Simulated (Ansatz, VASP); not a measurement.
**Al2Au: VASP beside Ansatz**

```
CELL_PARAMETERS angstrom
0.00024 5.08270 5.72770
5.71748 0.01762 5.70989
5.75039 5.09822 -0.01441
ATOMIC_POSITIONS crystal
Al 0.14590 0.08589 0.14549
Al 0.62111 0.14558 0.08812
Al 0.08818 0.14547 0.62143
Al 0.14601 0.62215 0.14604
Au 0.99931 0.00187 0.99817
Au 0.24950 0.24904 0.25075
```

Change from the starting cell: beta-cristobalite type (Fd-3m, No. 227); cell x1, atoms moved at random (sigma 0.05 Å) and cell strained at random (1.5 %), then relaxed without symmetry.

Alike in both runs: functional PBE; k mesh 4 × 4 × 4; occupations gaussian, width 0.1 eV; no spin polarisation.

Ansatz relaxed the structure, and its values are those at the end. VASP's run is a single point on that final structure, the one shown.

|  | VASP | Ansatz |
| --- | --- | --- |
| version | VASP 6.6.1 | Ansatz 0.2.0 |
| potentials or method | VASP PAW PBE potentials, release 64 (Al, Au), cutoff 520 eV | scalar-relativistic, plane waves, PAW |
| valence electrons in the cell | 34 | 50 |

|  | VASP | Ansatz | Ansatz less VASP |
| --- | --- | --- | --- |
| gap on the k mesh at the Fermi level (eV) | none | none | - |
| pressure (GPa) | -0.1 | 0.0 | +0.05 |
| rms of the force components (eV/Å) | 0.003 | 0.003 | -0.0001 |

A gap of «none» marks a metal or a gap that the smearing closes. The functional is the same, so the differences come from potentials, cutoffs and numerics. VASP's potentials hold 34 valence electrons a cell and Ansatz's 50, so a difference there can come from the potentials and not from the codes.

Spin-orbit coupling is off throughout.
